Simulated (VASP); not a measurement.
A run of VASP 6.6.1 is set up as follows.

File INCAR:

```
PREC = Accurate
ENCUT = 520
EDIFF = 1E-6
ISMEAR = -1
SIGMA = 0.1
LREAL = False
LASPH = True
NELM = 100
ALGO = Normal
ISIF = 2
LWAVE = False
LCHARG = True
GGA = PS
LELF = True
LVHAR = True
NBANDS = 25
```

Contents of KPOINTS:

```
regular mesh
0
Gamma
  8 8 8
```

The input POSCAR:

```
TeAs2
1.0
   -3.5564540000      3.5564540000      2.9405160000
    3.5564540000     -3.5564540000      2.9405160000
    3.5564540000      3.5564540000     -2.9405160000
Te As
2 4
Direct
    0.7500000000      0.2500000000      0.5000000000
    0.0000000000      0.0000000000      0.0000000000
    0.3750000000      0.6250000000      0.2500000000
    0.3750000000      0.1250000000      0.7500000000
    0.3750000000      0.6250000000      0.7500000000
    0.8750000000      0.6250000000      0.2500000000
```

Potentials or basis: VASP PAW PBE potentials, release 64 (Te, As).

Command:

```console
$ cat potpaw_PBE.64/Te/POTCAR potpaw_PBE.64/As/POTCAR > POTCAR
$ mpirun -np 1 vasp_std > vasp.out
```

Task: What does it give for the pressure?

Result: -3.6 GPa.

Task: Estimate the band gap on the k mesh.

Result: Zero (bands 16 and 17 overlap by 0.55 eV).

Stress tensor (GPa, compression positive):
```
-3.18  0.00  0.00
 0.00 -3.18  0.00
 0.00  0.00 -4.56
```

Caveat: the cell stands under tension; the PAW data sets were made with another functional, which shifts forces and pressure a little; spin-orbit coupling is left out, which moves the levels of the heavy elements.
